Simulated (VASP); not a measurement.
The system is KMgF3.

```
K Mg F
1.0
     4.00600    0.00000    0.00000
     0.00000    4.00600    0.00000
     0.00000    0.00000    4.00600
K Mg F
1 1 3
Direct
  0.50000 0.50000 0.50000
  0.00000 0.00000 0.00000
  0.50000 0.00000 0.00000
  0.00000 0.50000 0.00000
  0.00000 0.00000 0.50000
```

- Program: VASP 6.6.1
- Task: relaxation of cell and atoms
- Functional: r2SCAN
- Potentials or basis: VASP PAW PBE potentials, release 64 (K_sv, Mg, F)
- Cutoff: 600 eV
- k mesh: 6 × 6 × 6
- Occupations: gaussian, width 0.01 eV
- Spin: no spin polarisation

At the start: pressure -2.1 GPa; volume 12.86 Å³/atom.

Q: How do energy, volume and symmetry change on relaxing?

A: Over 3 steps the energy falls by 2.5 meV/atom and the volume is 12.50 Å³/atom (-2.8 %); space group Pm-3m (No. 221, to 0.1 Å) before and after.

The path:
| step | energy change (eV) | largest force (eV/Å) | pressure (GPa) | volume (Å³) |
| --- | --- | --- | --- | --- |
| 1 | 0.0000 | 0.0000 | -2.14 | 64.29 |
| 2 | -0.0123 | 0.0000 | -0.28 | 62.70 |
| 3 | -0.0125 | 0.0000 | -0.02 | 62.49 |

Final structure:
```xyz
5
Lattice="3.9684 0.0000 0.0000 0.0000 3.9684 0.0000 0.0000 0.0000 3.9684" Properties=species:S:1:pos:R:3 pbc="T T T"
K     1.9842    1.9842    1.9842
Mg    0.0000    0.0000    0.0000
F     1.9842    0.0000    0.0000
F     0.0000    1.9842    0.0000
F     0.0000    0.0000    1.9842
```

Caveat: the PAW data sets were made with another functional, which shifts forces and pressure a little.
